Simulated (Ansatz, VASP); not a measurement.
## Two plane-wave programs on TiO2

Contents of INCAR:

```
  ALGO = Normal
  EDIFF = 1E-7
  ENCUT = 520
  GGA = PS
  ISIF = 2
  ISMEAR = 0
  LASPH = T
  LCHARG = F
  LREAL = F
  LWAVE = F
  NBANDS = 60
  NELM = 60
  PREC = Accurate
  SIGMA = 0.05
```

KPOINTS

```
k-points
0
Gamma
  7 7 3
```

Contents of POSCAR:

```
TiO2
1.0
   -3.7706690430      0.0000000000      0.0000000000
    0.0000000000     -3.7706690430      0.0000000000
    0.0000000000     -1.5082676172      9.5463353711
Ti O
4 8
Direct
    0.0000000000     -0.3500000000      0.8750000000
    0.5000000000      0.3500000000      0.3750000000
    0.5000000000     -0.2500000000      0.6250000000
    0.0000000000      0.4500000000      0.1250000000
    0.5000000000      0.2669521334      0.5826196664
    1.0000000000      0.9669521334      0.0826196664
    0.5000000000     -0.3330478666      0.8326196664
    1.0000000000      0.3669521334      0.3326196664
    0.5000000000     -0.1669521334      0.4173803336
    0.0000000000      0.1330478666      0.9173803336
    0.0000000000     -0.2669521334      0.6673803336
    0.5000000000      0.4330478666      0.1673803336
```

Input for Ansatz:

```yaml
crystal:
  lattice:
    - [-3.7706690482, 0.0, 0.0]
    - [0.0, -3.7706690482, 0.0]
    - [0.0, -1.5082676193, 9.5463353315]
  atoms:
    - { symbol: Ti, position: [0.0, -0.35, 0.875] }
    - { symbol: Ti, position: [0.5, 0.35, 0.375] }
    - { symbol: Ti, position: [0.5, -0.25, 0.625] }
    - { symbol: Ti, position: [0.0, 0.45, 0.125] }
    - { symbol: O, position: [0.5, 0.2669521329, 0.5826196678] }
    - { symbol: O, position: [1.0, 0.9669521329, 0.0826196678] }
    - { symbol: O, position: [0.5, -0.3330478671, 0.8326196678] }
    - { symbol: O, position: [0.0, 0.3669521329, 0.3326196678] }
    - { symbol: O, position: [0.5, -0.1669521329, 0.4173803322] }
    - { symbol: O, position: [0.0, 0.1330478671, 0.9173803322] }
    - { symbol: O, position: [0.5, 0.4330478671, 0.1673803322] }
    - { symbol: O, position: [1.0, 0.7330478671, 0.6673803322] }
basis:
  ecutwfc: 420
kpoints:
  mp_grid: { grid: [7, 7, 3] }
hamiltonian:
  xc: pbesol
scf:
  occupations: { method: gaussian, width: 0.05 }
output:
  forces: true
  stress: true
  eigenvalues: true
```

Alike in both runs: task single point; functional PBEsol; k mesh 7 × 7 × 3; occupations gaussian, width 0.05 eV; no spin polarisation.

|  | VASP | Ansatz |
| --- | --- | --- |
| version | VASP 6.6.1 | Ansatz 0.2.0 |
| potentials or method | VASP PAW PBE potentials, release 64 (Ti_sv, O), cutoff 520 eV | scalar-relativistic, plane waves, PAW |
| valence electrons in the cell | 96 | 96 |

VASP gave:

```
gap on the k mesh at the Fermi level (eV)                     : none
pressure (GPa)                                                : 5.4
traceless stress, the component that is largest in VASP (GPa) : 9.64
rms of the force components (eV/Å)                            : 1.480
```

**Question.** What did Ansatz give for the same quantities?

**Answer.** gap on the k mesh at the Fermi level (eV): none; pressure (GPa): 4.8; traceless stress, the component that is largest in VASP (GPa): 9.73; rms of the force components (eV/Å): 1.484.

VASP's potentials were made for PBE, not for PBEsol. A gap of «none» marks a metal or a gap that the smearing closes.
